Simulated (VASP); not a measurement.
Write the native input for VASP 6.6.1 that does the following.

| Property | Result |
| --- | --- |
| Task | single point |
| Functional | PBE |
| Potentials or basis | VASP PAW PBE potentials, release 64 (Si, N) |
| Cutoff | 520 eV |
| k mesh | 2 × 2 × 2 |
| Occupations | fermi-dirac, width 0.002 eV |
| Spin | collinear spin, ferromagnetic start |
| Starting moments | [0.0, 0.0, 0.0, 0.0, 0.0, 0.0, 0.0, 0.0, 0.0, 0.0, 0.0, 0.0, 0.0, 0.0, 0.0, 0.0, 1.0] μB |
| Dipole correction | no |
| Further INCAR settings | LREAL = Auto; ALGO = Normal; EDIFF = 1e-07; NBANDS = 52 |

The structure of Si16N (a cell with a defect) lies in POSCAR:

```
Si16N
1.0
    0.0000000000      5.4300000000      5.4300000000
    5.4300000000      0.0000000000      5.4300000000
    5.4300000000      5.4300000000      0.0000000000
Si N
16 1
Direct
    0.0383057090      0.0618047882     -0.0546961326
    0.1428637201      0.1522191529      0.1269337017
    0.0152394107      0.0233609576      0.5050000000
    0.2087937385      0.1622559853      0.5594198895
    0.0380662983      0.5138674033      0.0114548803
    0.1597974217      0.6698342541      0.0710681400
    0.0187845304      0.5213259669      0.4608103131
    0.0737753223      0.6502578269      0.6464640884
    0.5288121547     -0.0136187845      0.0261786372
    0.6318416206      0.1430202578      0.1205893186
    0.6021546961     -0.0721546961      0.4743830571
    0.6281491713      0.1192541436      0.6059944751
    0.5211602210      0.5111049724      0.0021731123
    0.6574953959      0.6218968692      0.1681215470
    0.4411786372      0.4458563536      0.5088950276
    0.5718600368      0.5282872928      0.6683057090
    0.7105248619      0.6886279926      0.4235267035
```

These files were run (other wordings do the same):

INCAR

```
SYSTEM = Si16N
PREC = Accurate
ENCUT = 520
EDIFF = 1E-7
ISMEAR = -1
SIGMA = 0.002
LREAL = Auto
LASPH = .True.
NELM = 150
ALGO = Normal
ISIF = 2
LWAVE = .False.
LCHARG = .False.
ISPIN = 2
MAGMOM = 0 0 0 0 0 0 0 0 0 0 0 0 0 0 0 0 1
LORBIT = 11
GGA = PE
NBANDS = 52
```

KPOINTS

```
Automatic mesh
0
Gamma
  2 2 2
  0 0 0
```

Potentials or basis: VASP PAW PBE potentials, release 64 (Si, N).

Launch:

```sh
$ cat potpaw_PBE.64/Si/POTCAR potpaw_PBE.64/N/POTCAR > POTCAR
$ mpirun -np 1 vasp_std > vasp.out
```

Results of the run:

The pressure is 1.5 GPa, the largest force is 4.593 eV/Å and the net moment is 0.25 μB per cell. The site moments are Si +0.00, -0.00, +0.01, +0.02; N +0.01 μB and the valence electrons inside the program's atomic spheres are Si 1.62, 1.68, 1.64, 1.74, 1.72, 1.59, 1.65, 1.69, 1.66, 1.61, 1.73, 1.63; N 3.73.

Caveat: the k points lie up to 0.50 Å⁻¹ apart.

Wall time 11 min on 1 thread of Intel Xeon 6975P-C, with other jobs on the host, peak memory 0.72 GiB.
